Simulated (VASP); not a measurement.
# BiTe (Fm-3m) in VASP: further runs

BiTe is run at these levels: PBE; tasks: single point.

All numbers are computed with VASP 6.6.1; they aren't measurements. Logs are shortened: lines on timing, memory, paths and dates and some standing lists are left out, and cuts for length are marked.

**1. The cell of the first run**

It takes space group Fm-3m (No. 225, cubic). The conventional cell has a = 6.502 Å, b = 6.502 Å, c = 6.502 Å, α = 90.00°, β = 90.00°, γ = 90.00°. Bi (site symmetry m-3m) has 6 Te at 3.25 Å within 4.3 Å. Te (site symmetry m-3m) has 6 Bi at 3.25 Å within 4.3 Å.

**2. Single point, PBE**

Input file INCAR:

```
  ALGO = Normal
  EDIFF = 1E-6
  ENCUT = 520
  GGA = PE
  ISIF = 2
  ISMEAR = 0
  LASPH = True
  LCHARG = False
  LREAL = False
  LWAVE = False
  NBANDS = 29
  NELM = 60
  PREC = Accurate
  SIGMA = 0.15
```

Input file KPOINTS:

```
k-points
0
Gamma
  8 8 6
```

Input file POSCAR:

```
BiTe
1.0
    0.0000000000     -3.2511941621     -3.2511941621
    0.0000000000      3.2511941621     -3.2511941621
    6.5023883243      0.0000000000      0.0000000000
Bi Te
2 2
Direct
    0.5000000000      0.5000000000      0.5000000000
    0.0000000000      1.0000000000      0.0000000000
    0.5000000000      0.5000000000      0.0000000000
    1.0000000000      0.0000000000      0.5000000000
```

Potentials or basis: VASP PAW PBE potentials, release 64 (Bi_d, Te).

Started as:

```bash
$ cat potpaw_PBE.64/Bi_d/POTCAR potpaw_PBE.64/Te/POTCAR > POTCAR
$ mpirun -np 1 vasp_std > vasp.out
```

OUTCAR:

```text
EDIFF = 1E-6
   ENCUT = 520
   GGA = PE
   ISIF = 2
   ISMEAR = 0
   LASPH = True
   LREAL = False
   NELM = 60
   PREC = Accurate

 ion  position               nearest neighbor table
   1  0.500  0.500  0.500-   4 3.25   4 3.25   4 3.25   4 3.25   3 3.25   3 3.25
   2  0.000  0.000  0.000-   3 3.25   3 3.25   3 3.25   3 3.25   4 3.25   4 3.25
   3  0.500  0.500  0.000-   2 3.25   2 3.25   2 3.25   2 3.25   1 3.25   1 3.25
   4  0.000  0.000  0.500-   1 3.25   1 3.25   1 3.25   1 3.25   2 3.25   2 3.25

  LATTYP: Found a simple tetragonal cell.
 ALAT       =     4.5978828780
 C/A-ratio  =     1.4142135624

  Lattice vectors:

 A1 = (   0.0000000000,  -3.2511941621,  -3.2511941621)
 A2 = (   0.0000000000,   3.2511941621,  -3.2511941621)
 A3 = (   6.5023883243,   0.0000000000,   0.0000000000)

Analysis of symmetry for initial positions (statically):
=====================================================================
 Subroutine PRICEL returns following result:

  LATTYP: Found a face centered cubic cell.
 ALAT       =     6.5023883243

  Lattice vectors:

 A1 = (  -3.2511941622,   0.0000000000,   3.2511941621)
 A2 = (  -3.2511941622,  -3.2511941621,   0.0000000000)
 A3 = (  -0.0000000000,  -3.2511941621,   3.2511941621)

   2 primitive cells build up your supercell.

 Routine SETGRP: Setting up the symmetry group for a
 simple tetragonal supercell.

 Subroutine GETGRP returns: Found 16 space group operations
 (whereof 16 operations were pure point group operations)
 out of a pool of 16 trial point group operations.

The static configuration has the point symmetry D_4h.

Analysis of symmetry for dynamics (positions and initial velocities):
=====================================================================
 Subroutine PRICEL returns following result:

  LATTYP: Found a face centered cubic cell.
 ALAT       =     6.5023883243

  Lattice vectors:

 A1 = (  -3.2511941622,   0.0000000000,   3.2511941621)
 A2 = (  -3.2511941622,  -3.2511941621,   0.0000000000)
 A3 = (  -0.0000000000,  -3.2511941621,   3.2511941621)

   2 primitive cells build up your supercell.

 Routine SETGRP: Setting up the symmetry group for a
 simple tetragonal supercell.

[... 97 lines left out ...]
   ICHARG =      2    charge: 1-file 2-atom 10-const
   ISPIN  =      1    spin polarized calculation?
   LNONCOLLINEAR =      F non collinear calculations
   LSORBIT =      F    spin-orbit coupling
   LASPH  =      T    aspherical Exc in radial PAW
   ENCUT  =  520.0 eV  38.22 Ry    6.18 a.u.   8.55  8.55 12.09*2*pi/ulx,y,z
   NELM   =     60;   NELMIN=  2; NELMDL= -5     # of ELM steps
   EDIFF  = 0.1E-05   stopping-criterion for ELM
   LREAL  =      F    real-space projection
   EDIFFG = 0.1E-04   stopping-criterion for IOM
   NSW    =      0    number of steps for IOM
   IBRION =     -1    ionic relax: 0-MD 1-quasi-New 2-CG
   NFREE  =      0    steps in history (QN), initial steepest desc. (CG)
   ISIF   =      2    stress and relaxation
   ISYM   =      2    0-nonsym 1-usesym 2-fastsym
   POTIM  = 0.5000    time-step for ionic-motion
   TEBEG  =    0.0;   TEEND  =   0.0 temperature during run
   PSTRESS=    0.0 pullay stress
   NELECT =      42.0000    total number of electrons
   NUPDOWN=      -1.0000    fix difference up-down
   EMIN   =  10.00;   EMAX   =-10.00  energy-range for DOS
   EFERMI =   0.00;   METHOD = LEGACY
   ISMEAR =     0;   SIGMA  =   0.15  broadening in eV -4-tet -1-fermi 0-gaus
   EFERMI_NEDOS =   21; number of points for ismear=-14 and -15
   IALGO  =     38    algorithm
   IMIX   =      4    mixing-type and parameters
     AMIX     =   0.40;   BMIX     =  1.00
     AMIX_MAG =   1.60;   BMIX_MAG =  1.00
  volume/ion in A,a.u.               =      34.37       231.91
  Fermi-wavevector in a.u.,A,eV,Ry     =   1.102626  2.083662 16.541757  1.215785
  Thomas-Fermi vector in A             =   2.239072
   LORBIT       =      0    0 simple, 1 ext, 2 COOP (PROOUT), +10 PAW based schemes
   GGA     = PE    functional components
   LHFCALC =     F    Hartree Fock is set to
   AEXX    =    0.0000 exact exchange contribution
   IVDW    =     0    specifies the selected vdW correction
   LEPSILON=     F    determine dielectric tensor
   LRPA    =     F    only Hartree local field effects (RPA)
 non-spin polarized calculation
 Gauss-broadening in eV      SIGMA  =   0.15
  energy-cutoff  :      520.00
  volume of cell :      137.46
 maximum number of plane-waves:      3736
 NGX is ok and might be reduce to    36
   NGX = 17   NGY = 17   NGZ = 25

 number of electron      42.0000008 magnetization

 Free energy of the ion-electron system (eV)
  ---------------------------------------------------
  ext. energy  EPLUGINS =         0.00000000
  ---------------------------------------------------
  free energy    TOTEN  =       -14.37489324 eV

  energy without entropy =      -14.34393335  energy(sigma->0) =      -14.35941329

 E-fermi :   6.4616     XC(G=0):  -9.3671

 val. band max:        6.4470656656   @ k =   0.5000   0.0000   0.0000
 cond. band min:       6.4656517539   @ k =   0.5000   0.1250   0.1667
 fundamental gap:      0.0185860883
 Fermi energy:         6.4615973402

 k-point     1 :       0.0000    0.0000    0.0000
  band No.  band energies     occupation
      1     -16.6825      2.00000
      2     -16.6701      2.00000
      3     -16.6695      2.00000
      4     -16.6687      2.00000
      5     -16.6671      2.00000
      6     -16.6671      2.00000
[... 757 lines left out ...]
     28      11.1139      0.00000
     29      13.9878      0.00000

 [... further k-points ...]

------------------------ aborting loop because EDIFF is reached ----------------------------------------

  FORCE on cell =-STRESS in cart. coord.  units (eV):
  Direction    XX          YY          ZZ          XY          YZ          ZX
  --------------------------------------------------------------------------------------
  -------------------------------------------------------------------------------------
  Total        0.1157669     -0.1302210     -0.1302210      0.0000000      0.0000000     -0.0000000
  in kB        1.3492931     -1.5177591     -1.5177591      0.0000000      0.0000000     -0.0000000
  external PRESSURE =      -0.5620750 kB  Pullay stress =       0.0000000 kB

 VOLUME and BASIS-vectors are now :
 -----------------------------------------------------------------------------
  energy-cutoff  :      520.00
  volume of cell :      137.46
      direct lattice vectors                 reciprocal lattice vectors
     0.000000000 -3.251194162 -3.251194162     0.000000000 -0.153789646 -0.153789646
     0.000000000  3.251194162 -3.251194162     0.000000000  0.153789646 -0.153789646
     6.502388324  0.000000000  0.000000000     0.153789646  0.000000000  0.000000000

 POSITION                                       TOTAL-FORCE (eV/Angst)
 -----------------------------------------------------------------------------------
      3.25119      0.00000     -3.25119         0.000000     -0.000000     -0.000000
      0.00000      0.00000      0.00000        -0.000000      0.000000     -0.000000
      0.00000      0.00000     -3.25119        -0.000000      0.000000      0.000000
      3.25119      0.00000      0.00000        -0.000000      0.000000      0.000000
 -----------------------------------------------------------------------------------
    total drift:                                0.000000      0.000000     -0.000000

  FREE ENERGIE OF THE ION-ELECTRON SYSTEM (eV)
  ---------------------------------------------------
  free  energy   TOTEN  =       -14.3748932387 eV

  energy  without entropy=      -14.3439333451  energy(sigma->0) =      -14.35941329
```

OSZICAR:

```text
N       E                     dE             d eps       ncg     rms          rms(c)
DAV:   1     0.390550509900E+03    0.39055E+03   -0.19738E+04  3480   0.145E+03
DAV:   2     0.242431950706E+02   -0.36631E+03   -0.35644E+03  3605   0.385E+02
DAV:   3    -0.128094108756E+02   -0.37053E+02   -0.36139E+02  4343   0.137E+02
DAV:   4    -0.143441704249E+02   -0.15348E+01   -0.15257E+01  3887   0.291E+01
DAV:   5    -0.144212241476E+02   -0.77054E-01   -0.77044E-01  5140   0.634E+00    0.867E+00
DAV:   6    -0.143653303671E+02    0.55894E-01   -0.20768E-01  4207   0.249E+00    0.560E+00
DAV:   7    -0.143771186572E+02   -0.11788E-01   -0.82926E-02  4258   0.125E+00    0.395E-01
DAV:   8    -0.143744603372E+02    0.26583E-02   -0.16048E-02  3973   0.724E-01    0.285E-01
DAV:   9    -0.143749100459E+02   -0.44971E-03   -0.19001E-03  3959   0.255E-01    0.189E-01
DAV:  10    -0.143748980542E+02    0.11992E-04   -0.56951E-05  4564   0.636E-02    0.103E-01
DAV:  11    -0.143748942424E+02    0.38118E-05   -0.11756E-05  4086   0.242E-02    0.325E-02
DAV:  12    -0.143748930347E+02    0.12077E-05   -0.90202E-06  3308   0.180E-02    0.356E-02
DAV:  13    -0.143748932387E+02   -0.20404E-06   -0.64463E-07  2345   0.609E-03
   1 F= -.14374893E+02 E0= -.14359413E+02  d E =-.309599E-01
```

stdout:

```text
POSCAR found type information on POSCAR BiTe
 POSCAR found :  2 types and       4 ions
 scaLAPACK will be used
 LDA part: xc-table for (Slater+PW92), standard interpolation
 POSCAR, INCAR and KPOINTS ok, starting setup
 FFT: planning ... GRIDC
 FFT: planning ... GRID_SOFT
 FFT: planning ... GRID
 WAVECAR not read
 entering main loop
```

Run time: 2 min. Hardware: 1 thread of Intel Xeon Platinum 8375C at 2.90GHz (Ice Lake), shared host; peak memory 0.37 GiB.

Results:

| Quantity | Value |
| --- | --- |
| Free energy | -14.3749 eV |
| Pressure | -0.1 GPa |
| Band gap on the k mesh | zero (band 21 reaches 9.06 eV, above the bottom of band 22 at 5.66 eV) |

Caveat: spin-orbit coupling is left out, which moves the levels of the heavy elements.

**3. Single point, PBE (volume scaled by 0.98)**

Input file INCAR:

```
ALGO = Normal
EDIFF = 1E-6
ENCUT = 520
GGA = PE
ISIF = 2
ISMEAR = -1
LASPH = T
LCHARG = T
LELF = T
LREAL = F
LVHAR = T
LWAVE = F
NBANDS = 18
NELM = 80
PREC = Accurate
SIGMA = 0.15
```

Input file KPOINTS:

```
k-points
0
Gamma
  12 12 12
```

Input file POSCAR:

```
BiTe
1.0
    0.0000000000      3.2330341452      3.2330341452
    3.2330341452      0.0000000000      3.2330341452
    3.2330341452      3.2330341452      0.0000000000
Bi Te
1 1
Direct
    0.0000000000      0.0000000000      0.0000000000
    0.5000000000      0.5000000000      0.5000000000
```

Potentials or basis: VASP PAW PBE potentials, release 64 (Bi_d, Te).

Started as:

```bash
$ cat potpaw_PBE.64/Bi_d/POTCAR potpaw_PBE.64/Te/POTCAR > POTCAR
$ mpirun -np 1 vasp_std > vasp.out
```

OUTCAR:

```text
EDIFF = 1E-6
   ENCUT = 520
   GGA = PE
   ISIF = 2
   ISMEAR = -1
   LASPH = T
   LREAL = F
   NELM = 80
   PREC = Accurate

 ion  position               nearest neighbor table
   1  0.000  0.000  0.000-   2 3.23   2 3.23   2 3.23   2 3.23   2 3.23   2 3.23
   2  0.500  0.500  0.500-   1 3.23   1 3.23   1 3.23   1 3.23   1 3.23   1 3.23

  LATTYP: Found a face centered cubic cell.
 ALAT       =     6.4660682904

  Lattice vectors:

 A1 = (   0.0000000000,   3.2330341452,   3.2330341452)
 A2 = (   3.2330341452,   0.0000000000,   3.2330341452)
 A3 = (   3.2330341452,   3.2330341452,   0.0000000000)

Analysis of symmetry for initial positions (statically):
=====================================================================
 Subroutine PRICEL returns:
 Original cell was already a primitive cell.

 Routine SETGRP: Setting up the symmetry group for a
 face centered cubic supercell.

 Subroutine GETGRP returns: Found 48 space group operations
[... 9 lines left out ...]

 Routine SETGRP: Setting up the symmetry group for a
 face centered cubic supercell.

 Subroutine GETGRP returns: Found 48 space group operations
[... 11 lines left out ...]
                                     Primitive cell

  volume of cell :      67.5866

  direct lattice vectors                    reciprocal lattice vectors
     0.000000000  3.233034145  3.233034145    -0.154653486  0.154653486  0.154653486
     3.233034145  0.000000000  3.233034145     0.154653486 -0.154653486  0.154653486
     3.233034145  3.233034145  0.000000000     0.154653486  0.154653486 -0.154653486

  length of vectors
     4.572200736  4.572200736  4.572200736     0.267867695  0.267867695  0.267867695

  position of ions in fractional coordinates (direct lattice)
     0.000000000  0.000000000  0.000000000
     0.500000000  0.500000000  0.500000000

  ion indices of the primitive-cell ions
[... 86 lines left out ...]
   NELECT =      21.0000    total number of electrons
   NUPDOWN=      -1.0000    fix difference up-down
   EMIN   =  10.00;   EMAX   =-10.00  energy-range for DOS
   EFERMI =   0.00;   METHOD = LEGACY
   ISMEAR =    -1;   SIGMA  =   0.15  broadening in eV -4-tet -1-fermi 0-gaus
   EFERMI_NEDOS =   21; number of points for ismear=-14 and -15
   IALGO  =     38    algorithm
   IMIX   =      4    mixing-type and parameters
     AMIX     =   0.40;   BMIX     =  1.00
     AMIX_MAG =   1.60;   BMIX_MAG =  1.00
  volume/ion in A,a.u.               =      33.79       228.05
  Fermi-wavevector in a.u.,A,eV,Ry     =   1.108820  2.095366 16.728109  1.229481
  Thomas-Fermi vector in A             =   2.245352
   LORBIT       =      0    0 simple, 1 ext, 2 COOP (PROOUT), +10 PAW based schemes
   GGA     = PE    functional components
   LHFCALC =     F    Hartree Fock is set to
   AEXX    =    0.0000 exact exchange contribution
   IVDW    =     0    specifies the selected vdW correction
   LEPSILON=     F    determine dielectric tensor
   LRPA    =     F    only Hartree local field effects (RPA)
 non-spin polarized calculation
  energy-cutoff  :      520.00
  volume of cell :       67.59
 maximum number of plane-waves:      1853
 NGX is ok and might be reduce to    36
   NGX = 17   NGY = 17   NGZ = 17

 number of electron      21.0000001 magnetization

 Free energy of the ion-electron system (eV)
  ---------------------------------------------------
  ext. energy  EPLUGINS =         0.00000000
  ---------------------------------------------------
  free energy    TOTEN  =        -7.22501591 eV

  energy without entropy =       -7.12124345  energy(sigma->0) =       -7.17312968

 E-fermi :   6.6897     XC(G=0):  -9.4419

 val. band max:        6.6673933917   @ k =  -0.2500   0.2500   0.0000
 cond. band min:       6.7103915514   @ k =   0.3333   0.0000   0.0000
 fundamental gap:      0.0429981597
 Fermi energy:         6.6896582454

 k-point     1 :       0.0000    0.0000    0.0000
  band No.  band energies     occupation
      1     -16.4847      2.00000
      2     -16.4847      2.00000
      3     -16.4817      2.00000
      4     -16.4817      2.00000
      5     -16.4817      2.00000
      6      -6.8617      2.00000
[... 481 lines left out ...]
      5     -16.4745      2.00000
      6      -4.8709      2.00000
[... 10 lines left out ...]
     17      16.1581      0.00000
     18      17.3535      0.00000

 [... further k-points ...]

------------------------ aborting loop because EDIFF is reached ----------------------------------------

  FORCE on cell =-STRESS in cart. coord.  units (eV):
  Direction    XX          YY          ZZ          XY          YZ          ZX
  --------------------------------------------------------------------------------------
  -------------------------------------------------------------------------------------
  Total        0.3776589      0.3776589      0.3776589     -0.0000000     -0.0000000     -0.0000000
  in kB        8.9526053      8.9526053      8.9526053     -0.0000000     -0.0000000     -0.0000000
  external PRESSURE =       8.9526053 kB  Pullay stress =       0.0000000 kB

 VOLUME and BASIS-vectors are now :
 -----------------------------------------------------------------------------
  energy-cutoff  :      520.00
  volume of cell :       67.59
      direct lattice vectors                 reciprocal lattice vectors
     0.000000000  3.233034145  3.233034145    -0.154653486  0.154653486  0.154653486
     3.233034145  0.000000000  3.233034145     0.154653486 -0.154653486  0.154653486
     3.233034145  3.233034145  0.000000000     0.154653486  0.154653486 -0.154653486

 POSITION                                       TOTAL-FORCE (eV/Angst)
 -----------------------------------------------------------------------------------
      0.00000      0.00000      0.00000        -0.000000     -0.000000     -0.000000
      3.23303      3.23303      3.23303         0.000000      0.000000      0.000000
 -----------------------------------------------------------------------------------
    total drift:                               -0.000000      0.000000      0.000000

  FREE ENERGIE OF THE ION-ELECTRON SYSTEM (eV)
  ---------------------------------------------------
  free  energy   TOTEN  =        -7.2250159113 eV

  energy  without entropy=       -7.1212434492  energy(sigma->0) =       -7.17312968
```

Run time: 40 s. Hardware: 1 thread of Intel Xeon Platinum 8488C (Sapphire Rapids), shared host; peak memory 0.25 GiB.

Results:

- Free energy: -7.2250 eV
- Pressure: 0.9 GPa

Caveat: spin-orbit coupling is left out, which moves the levels of the heavy elements.
